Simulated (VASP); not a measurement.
# H2CO in VASP: notebook

The runs below take H2CO through single point, with PBE+D3(BJ).

Program: VASP 6.6.1. These are calculated values, not measurements. Logs are shortened: lines on timing, memory, paths and dates and some standing lists are left out, and cuts for length are marked.

**1. The cell of the first run**

The cell holds an amorphous packing of atoms, 40 atoms: a = 8.240 Å, b = 8.133 Å, c = 8.198 Å, α = 88.64°, β = 88.75°, γ = 90.46°.

**2. Single point, PBE+D3(BJ)**

Contents of INCAR:

```
SYSTEM = H2CO
PREC = Accurate ; ENCUT = 520
EDIFF = 1E-7 ; ISMEAR = -1
SIGMA = 0.02 ; LREAL = Auto
LASPH = .TRUE. ; NELM = 60
ALGO = Normal ; ISIF = 2
LWAVE = .FALSE. ; LCHARG = .FALSE.
GGA = PE ; IVDW = 12
NBANDS = 86
```

Contents of KPOINTS:

```
regular mesh
0
G
  1 1 1
  0 0 0
```

Contents of POSCAR:

```
H2CO
1.0
    8.2392090000     -0.0335120000      0.0895160000
   -0.0335120000      8.1325130000      0.0971720000
    0.0895160000      0.0971720000      8.1972700000
O C H
10 10 20
Direct
    0.5337192197      0.4530239138      0.4709497614
    0.0320500887      0.7405744633      0.7434509175
    0.4058030080      0.7146391187      0.1089547161
    0.7247612834      0.9499852383      0.2801311050
    0.0976601679      0.1190429078      0.2753343753
    0.5698713642      0.4482706343      0.8225699582
    0.4182784603      0.1184693708      0.9505171209
    0.8585635795      0.4414318736      0.4458252570
    0.9356194059      0.4016234810      0.0066510602
    0.4982256275      0.0811283921      0.5466475335
    0.4345826014      0.4297512587      0.3684809839
   -0.0806135214      0.8362377491      0.7665182805
    0.3035658711      0.7448813815      0.0125095774
    0.6700174053      0.9130019552      0.1528563163
    0.1353454491      0.0294761808      0.3881804744
    0.5024055733      0.5646103928      0.7495498308
    0.2899796889      0.1838332024      0.9580114768
    0.9938587825      0.4150750382      0.4837098285
    0.7945112205      0.3393509272      0.0550552959
    0.6278120175      0.0393900024      0.5948167102
    0.4374683765      0.3184446193      0.3170196517
    0.3537198119      0.5285276331      0.3076607615
   -0.1340610938      0.8296107974      0.8787176307
   -0.0928387637      0.9370752796      0.6649229653
    0.2353817441      0.6366343431     -0.0293187201
    0.2713872123      0.8791701922     -0.0542161261
    0.5406942381      0.9331883346      0.1271300613
    0.7463447963      0.8313795244      0.0700481243
    0.2322946508     -0.0683123896      0.3852555745
    0.0609641816      0.0390042658      0.4871808063
    0.3651270072      0.5971415471      0.7211412888
    0.5786457360      0.6681800031      0.7184066843
    0.2508704560      0.3035348148      1.0199063829
    0.1841729737      0.1212951124      0.9029136631
    1.0816697574      0.5010995934      0.4389120281
    1.0278126534      0.3185793884      0.5721096568
    0.7035074963      0.2455669054      0.0020570990
    0.7397944772      0.4170058003      0.1480560321
    0.7379717938      0.1031261773      0.5490875304
    0.6245376916     -0.0557560404      0.6963552268
```

Potentials or basis: VASP PAW PBE potentials, release 64 (O, C, H).

Command:

```
$ cat potpaw_PBE.64/O/POTCAR potpaw_PBE.64/C/POTCAR potpaw_PBE.64/H/POTCAR > POTCAR
$ mpirun -np 1 vasp_gam > vasp.out
```

OUTCAR:

```text
SYSTEM = H2CO
   PREC = Accurate
   ENCUT = 520
   EDIFF = 1E-7
   ISMEAR = -1
   LREAL = Auto
   LASPH = .TRUE.
   NELM = 60
   ISIF = 2
   GGA = PE
   IVDW = 12
 IVDW          = 12

 ion  position               nearest neighbor table
   1  0.534  0.453  0.471-  11 1.20
   2  0.032  0.741  0.743-  12 1.23
   3  0.406  0.715  0.109-  13 1.19
   4  0.725  0.950  0.280-  14 1.19
   5  0.098  0.119  0.275-  15 1.21
   6  0.570  0.448  0.823-  16 1.25
   7  0.418  0.118  0.951-  17 1.19
   8  0.859  0.441  0.446-  18 1.18
   9  0.936  0.402  0.007-  19 1.31
  10  0.498  0.081  0.547-  20 1.20
  11  0.435  0.430  0.368-  21 1.01  22 1.16   1 1.20
  12  0.919  0.836  0.767-  23 1.01  24 1.16   2 1.23
  13  0.304  0.745  0.013-  25 1.11   3 1.19  26 1.24
  14  0.670  0.913  0.153-  27 1.10  28 1.14   4 1.19
  15  0.135  0.029  0.388-  30 1.01  29 1.13   5 1.21
  16  0.502  0.565  0.750-  32 1.07  31 1.19   6 1.25
  17  0.290  0.184  0.958-  34 1.12  33 1.15   7 1.19
  18  0.994  0.415  0.484-  35 1.06  36 1.10   8 1.18
  19  0.795  0.339  0.055-  38 1.09  37 1.16   9 1.31
  20  0.628  0.039  0.595-  39 1.10  40 1.12  10 1.20
  21  0.437  0.318  0.317-  11 1.01
  22  0.354  0.529  0.308-  11 1.16
  23  0.866  0.830  0.879-  12 1.01
  24  0.907  0.937  0.665-  12 1.16
  25  0.235  0.637  0.971-  13 1.11
  26  0.271  0.879  0.946-  13 1.24
[... 12 lines left out ...]
  39  0.738  0.103  0.549-  20 1.10
  40  0.625  0.944  0.696-  20 1.12

  LATTYP: Found a triclinic cell.
 ALAT       =     8.1983346458
 B/A-ratio  =     1.4252341113
 C/A-ratio  =     1.6992402068
 COS(alpha) =     0.0008369569
 COS(beta)  =     0.5617768756
 COS(gamma) =     0.7181725175

  Lattice vectors:

 A1 = (   0.0895160000,   0.0971720000,   8.1972700000)
 A2 = (   0.0560040000,   8.2296850000,   8.2944420000)
 A3 = (  -8.1161810000,  -8.0018290000,   8.0105820000)

Analysis of symmetry for initial positions (statically):
=====================================================================
 Subroutine PRICEL returns:
 Original cell was already a primitive cell.

 Routine SETGRP: Setting up the symmetry group for a
 triclinic supercell.

 Subroutine GETGRP returns: Found  1 space group operations
 (whereof  1 operations were pure point group operations)
 out of a pool of  2 trial point group operations.

The static configuration has the point symmetry C_1 .

Analysis of symmetry for dynamics (positions and initial velocities):
=====================================================================
 Subroutine PRICEL returns:
 Original cell was already a primitive cell.

 Routine SETGRP: Setting up the symmetry group for a
 triclinic supercell.

 Subroutine GETGRP returns: Found  1 space group operations
 (whereof  1 operations were pure point group operations)
 out of a pool of  2 trial point group operations.

The dynamic configuration has the point symmetry C_1 .

 Subroutine INISYM returns: Found  1 space group operations
 (whereof  1 operations are pure point group operations),
 and found     1 'primitive' translations

----------------------------------------------------------------------------------------

                                     Primitive cell

  volume of cell :     549.1092

  direct lattice vectors                    reciprocal lattice vectors
     8.239209000 -0.033512000  0.089516000     0.121387442  0.000516118 -0.001331696
    -0.033512000  8.132513000  0.097172000     0.000516118  0.122982835 -0.001463498
     0.089516000  0.097172000  8.197270000    -0.001331696 -0.001463498  0.122023725

  length of vectors
     8.239763414  8.133162555  8.198334646     0.121395844  0.122992626  0.122039767

  position of ions in fractional coordinates (direct lattice)
     0.533719220  0.453023914  0.470949761
     0.032050089  0.740574463  0.743450917
     0.405803008  0.714639119  0.108954716
     0.724761283  0.949985238  0.280131105
     0.097660168  0.119042908  0.275334375
     0.569871364  0.448270634  0.822569958
[... 32 lines left out ...]
     0.737971794  0.103126177  0.549087530
     0.624537692  0.944243960  0.696355227

  ion indices of the primitive-cell ions
   primitive index   ion index
                 1           1
                 2           2
                 3           3
                 4           4
                 5           5
                 6           6
[... 32 lines left out ...]
                39          39
                40          40

----------------------------------------------------------------------------------------

 KPOINTS: regular mesh

Automatic generation of k-mesh.
 Grid dimensions read from file:
 generate k-points for:    1    1    1

 Generating k-lattice:

  Cartesian coordinates                     Fractional coordinates (reciprocal lattice)
     0.121387442  0.000516118 -0.001331696     1.000000000 -0.000000000  0.000000000
     0.000516118  0.122982835 -0.001463498     0.000000000  1.000000000 -0.000000000
    -0.001331696 -0.001463498  0.122023725    -0.000000000 -0.000000000  1.000000000

  Length of vectors
     0.121395844  0.122992626  0.122039767

  Shift w.r.t. Gamma in fractional coordinates (k-lattice)
     0.000000000  0.000000000  0.000000000

 Subroutine IBZKPT returns following result:
 ===========================================

 Found      1 irreducible k-points:

 Following reciprocal coordinates:
            Coordinates               Weight
  0.000000  0.000000  0.000000      1.000000
   k-points           NKPTS =      1   k-points in BZ     NKDIM =      1   number of bands    NBANDS=     86
   number of dos      NEDOS =    301   number of ions     NIONS =     40
   total plane-waves  NPLWV = 245760
   dimension x,y,z NGX =    64 NGY =   60 NGZ =   64
   dimension x,y,z NGXF=   128 NGYF=  120 NGZF=  128
   ions per type =              10  10  20
   NGX,Y,Z   is equivalent  to a cutoff of  12.91, 12.26, 12.98 a.u.
   NGXF,Y,Z  is equivalent  to a cutoff of  25.83, 24.53, 25.96 a.u.
 SYSTEM =  H2CO
   PREC   = accura    normal or accurate (medium, high low for compatibility)
   ISTART =      0    job   : 0-new  1-cont  2-samecut
   ICHARG =      2    charge: 1-file 2-atom 10-const
   ISPIN  =      1    spin polarized calculation?
   LNONCOLLINEAR =      F non collinear calculations
   LSORBIT =      F    spin-orbit coupling
   LASPH  =      T    aspherical Exc in radial PAW
   ENCUT  =  520.0 eV  38.22 Ry    6.18 a.u.  15.32 15.12 15.24*2*pi/ulx,y,z
   NELM   =     60;   NELMIN=  2; NELMDL= -5     # of ELM steps
   EDIFF  = 0.1E-06   stopping-criterion for ELM
   LREAL  =      T    real-space projection
   EDIFFG = 0.1E-05   stopping-criterion for IOM
   NSW    =      0    number of steps for IOM
   IBRION =     -1    ionic relax: 0-MD 1-quasi-New 2-CG
   NFREE  =      0    steps in history (QN), initial steepest desc. (CG)
   ISIF   =      2    stress and relaxation
   ISYM   =      2    0-nonsym 1-usesym 2-fastsym
   POTIM  = 0.5000    time-step for ionic-motion
   TEBEG  =    0.0;   TEEND  =   0.0 temperature during run
   PSTRESS=    0.0 pullay stress
   NELECT =     120.0000    total number of electrons
   NUPDOWN=      -1.0000    fix difference up-down
   EMIN   =  10.00;   EMAX   =-10.00  energy-range for DOS
   EFERMI =   0.00;   METHOD = LEGACY
   ISMEAR =    -1;   SIGMA  =   0.02  broadening in eV -4-tet -1-fermi 0-gaus
   EFERMI_NEDOS =   21; number of points for ismear=-14 and -15
   IALGO  =     38    algorithm
   IMIX   =      4    mixing-type and parameters
     AMIX     =   0.40;   BMIX     =  1.00
     AMIX_MAG =   1.60;   BMIX_MAG =  1.00
  volume/ion in A,a.u.               =      13.73        92.64
  Fermi-wavevector in a.u.,A,eV,Ry     =   0.986088  1.863436 13.229891  0.972370
  Thomas-Fermi vector in A             =   2.117443
   LORBIT       =      0    0 simple, 1 ext, 2 COOP (PROOUT), +10 PAW based schemes
   GGA     = PE    functional components
   LHFCALC =     F    Hartree Fock is set to
   AEXX    =    0.0000 exact exchange contribution
   IVDW    =    12    specifies the selected vdW correction
   LEPSILON=     F    determine dielectric tensor
   LRPA    =     F    only Hartree local field effects (RPA)
 non-spin polarized calculation
  energy-cutoff  :      520.00
  volume of cell :      549.11
 maximum number of plane-waves:      7404
 NGX is ok and might be reduce to    64
   NGX = 31   NGY = 31   NGZ = 31

 number of electron     120.0000013 magnetization

 Free energy of the ion-electron system (eV)
  ---------------------------------------------------
  ext. energy  EPLUGINS =         0.00000000
  ---------------------------------------------------
  free energy    TOTEN  =      -219.11248850 eV

  energy without entropy =     -219.11248850  energy(sigma->0) =     -219.11248850

 E-fermi :  -2.0150     XC(G=0):  -6.4387

 val. band max:       -2.4976949039   @ k =   0.0000   0.0000   0.0000
 cond. band min:      -0.0665726797   @ k =   0.0000   0.0000   0.0000
 fundamental gap:      2.4311222242
 Fermi energy:        -2.0150302097

 k-point     1 :       0.0000    0.0000    0.0000
  band No.  band energies     occupation
      1     -24.3094      2.00000
      2     -23.9674      2.00000
      3     -23.7479      2.00000
      4     -23.6184      2.00000
      5     -23.5719      2.00000
      6     -23.5601      2.00000
[... 64 lines left out ...]
     71       2.3905      0.00000
     72       3.4280      0.00000
 [bands above 72 left out]

------------------------ aborting loop because EDIFF is reached ----------------------------------------

 Edisp (eV)   -1.60029

 E8    (eV) :    -0.3659

  FORCE on cell =-STRESS in cart. coord.  units (eV):
  Direction    XX          YY          ZZ          XY          YZ          ZX
  --------------------------------------------------------------------------------------
  -------------------------------------------------------------------------------------
  Total       6.01717    -1.36515    11.56685     1.66136     4.97912     0.59623
  in kB      17.55674    -3.98319    33.74946     4.84748    14.52795     1.73966
  external pressure =       15.77 kB  Pullay stress =        0.00 kB

 VOLUME and BASIS-vectors are now :
 -----------------------------------------------------------------------------
  energy-cutoff  :      520.00
  volume of cell :      549.11
      direct lattice vectors                 reciprocal lattice vectors
     8.239209000 -0.033512000  0.089516000     0.121387442  0.000516118 -0.001331696
    -0.033512000  8.132513000  0.097172000     0.000516118  0.122982835 -0.001463498
     0.089516000  0.097172000  8.197270000    -0.001331696 -0.001463498  0.122023725

 POSITION                                       TOTAL-FORCE (eV/Angst)
 -----------------------------------------------------------------------------------
      4.42440      3.71210      3.95230         0.442255      0.895940      1.588931
      0.30580      6.09390      6.16910        -0.277057     -0.108323     -0.150222
      3.32930      5.80880      0.99890         1.634456      0.378069      1.652995
      5.96470      7.72870      2.45350         1.333271      0.889429      2.164310
      0.82530      0.99160      2.27730         0.645174      0.506961     -1.337493
      4.75390      3.70640      6.83740        -2.157177      1.192492     -0.993147
[... 32 lines left out ...]
      6.12600      0.86730      4.57710         0.622858     -0.098324      0.040201
      5.17639      7.72581      5.85587         0.757855     -0.036881     -0.147499
 -----------------------------------------------------------------------------------
    total drift:                                0.008823      0.002943     -0.008993

  FREE ENERGIE OF THE ION-ELECTRON SYSTEM (eV)
  ---------------------------------------------------
  free  energy   TOTEN  =      -220.7127820003 eV

  energy  without entropy=     -220.7127820003  energy(sigma->0) =     -220.71278200
```

Wall time 89 s (1 thread of Intel Xeon Platinum 8375C at 2.90GHz (Ice Lake), shared host); peak memory 0.52 GiB.

Results:

```
Free energy                : -220.7128 eV
Pressure                   : 1.6 GPa
Largest force              : 5.622 eV/Å
Band gap on the k mesh     : 2.43 eV
Dispersion energy per atom : -0.040 eV
```

Forces in eV/Å, atoms in the order of the input:
```
O    0.442  0.896  1.589
O   -0.277 -0.108 -0.150
O    1.634  0.378  1.653
O    1.333  0.889  2.164
O    0.645  0.507 -1.337
O   -2.157  1.192 -0.993
O    2.403 -0.443  0.280
O   -3.053 -0.067 -0.757
O   -4.127 -3.140  0.749
O   -1.798  0.489 -0.917
C   -0.791  3.463 -0.538
C    3.594  0.404 -4.304
C   -2.216  1.047 -2.727
C   -0.640 -1.491 -1.370
C    1.507 -1.020 -2.382
C    0.104 -0.960  1.019
C   -3.014  1.227  0.251
C    1.011 -0.203  0.960
C    2.969  3.029 -1.604
C   -0.067 -0.142  1.029
H   -0.472 -3.772 -1.899
H    0.537 -0.648  0.912
H   -2.374  0.322  3.043
H   -0.648 -0.734  1.262
H   -0.711  0.242 -0.371
H    0.832 -2.173  1.393
H    0.286  0.326 -0.499
H   -0.560  0.478 -0.034
H   -0.221  0.590 -0.083
H   -1.748 -0.118  3.710
H    1.365 -1.352  0.543
H    0.722  1.163 -0.640
H    0.879 -0.708 -0.376
H   -0.336  0.159 -0.094
H    2.029  0.848 -0.481
H    0.230 -0.540  0.285
H    1.755  0.432  0.128
H   -0.450 -0.328  0.691
H    0.623 -0.098  0.040
H    0.758 -0.037 -0.147
```

Stress tensor (GPa, compression positive):
```
 1.76  0.48  0.17
 0.48 -0.40  1.45
 0.17  1.45  3.37
```

Levels at points of the mesh, in eV from the valence-band top:
```csv
k point,band 58,band 59,band 60,band 61,band 62,band 63
"(0.00, 0.00, 0.00)",-0.11,-0.05,0.00,2.43,2.60,2.87
```

Caveat: the k points lie up to 0.77 Å⁻¹ apart.

[end of part 1 of 2]
